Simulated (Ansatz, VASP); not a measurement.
**HfSnSe4: VASP beside Ansatz**

The input INCAR:

```
SYSTEM = HfSnSe4
PREC     = Accurate       ! precision mode
ENCUT    = 520            ! plane-wave cutoff, eV
EDIFF    = 1E-6           ! SCF threshold, eV
ISMEAR   = 0              ! smearing method
SIGMA    = 0.1            ! smearing width, eV
LREAL    = .False.        ! projectors in reciprocal space
LASPH    = .True.         ! aspherical terms in the spheres
NELM     = 60             ! most SCF steps
ALGO     = Normal         ! electronic algorithm
ISIF     = 2              ! what is computed and relaxed
LWAVE    = .False.        ! write WAVECAR
LCHARG   = .False.        ! write CHGCAR
GGA      = PE             ! functional
NBANDS   = 33             ! bands
```

The input KPOINTS:

```
regular mesh
0
Gamma
  4 4 4
  0 0 0
```

Contents of POSCAR:

```
HfSnSe4
1.0
    6.7498096000      0.0000000000      0.0000000000
    0.0000000000      3.7814498000      0.0000000000
   -0.1650483000      0.0000000000      7.1129297000
Hf Sn Se
1 1 4
Direct
    0.5000000000      0.5000000000      0.0000000000
    0.0000000000      0.0000000000      0.0000000000
    0.3374020000      0.0000000000      0.7760260000
    0.8226690000      0.5000000000      0.7771670000
    0.1773310000      0.5000000000      0.2228330000
    0.6625980000      0.0000000000      0.2239740000
```

Input for Ansatz:

```yaml
crystal:
  lattice:
    - [6.7498096, 0.0, 0.0]
    - [0.0, 3.7814498, 0.0]
    - [-0.1650483, 0.0, 7.1129297]
  atoms:
    - { symbol: Hf, position: [0.5, 0.5, 0.0] }
    - { symbol: Sn, position: [0.0, 0.0, 0.0] }
    - { symbol: Se, position: [0.337402, 0.0, 0.776026] }
    - { symbol: Se, position: [0.822669, 0.5, 0.777167] }
    - { symbol: Se, position: [0.177331, 0.5, 0.222833] }
    - { symbol: Se, position: [0.662598, 0.0, 0.223974] }
basis:
  ecutwfc: 420
kpoints:
  mp_grid: { grid: [4, 4, 4] }
hamiltonian:
  xc: pbe
scf:
  occupations: { method: gaussian, width: 0.1 }
  lower_state_search: "off"
output:
  forces: true
  stress: true
  eigenvalues: true
```

Alike in both runs: task single point; functional PBE; k mesh 4 × 4 × 4; occupations gaussian, width 0.1 eV; no spin polarisation.

|  | VASP | Ansatz |
| --- | --- | --- |
| version | VASP 6.6.1 | Ansatz 0.2.0 |
| potentials or method | VASP PAW PBE potentials, release 64 (Hf_pv, Sn_d, Se), cutoff 520 eV | scalar-relativistic, plane waves, PAW |
| valence electrons in the cell | 48 | 104 |

Ansatz gave:

```
gap on the k mesh at the Fermi level (eV)                     : none
pressure (GPa)                                                : 0.1
traceless stress, the component that is largest in VASP (GPa) : 0.31
rms of the force components (eV/Å)                            : 0.014
```

Question: Estimate VASP's values.

Answer: gap on the k mesh at the Fermi level (eV): none; pressure (GPa): 0.0; traceless stress, the component that is largest in VASP (GPa): 0.30; rms of the force components (eV/Å): 0.024.

Atom by atom the forces differ by 0.015 eV/Å (rms over components). A gap of «none» marks a metal or a gap that the smearing closes. VASP's potentials hold 48 valence electrons a cell and Ansatz's 104, so a difference there can come from the potentials and not from the codes.

The k mesh is coarse, so the values compare programs but aren't converged. Spin-orbit coupling is off throughout.
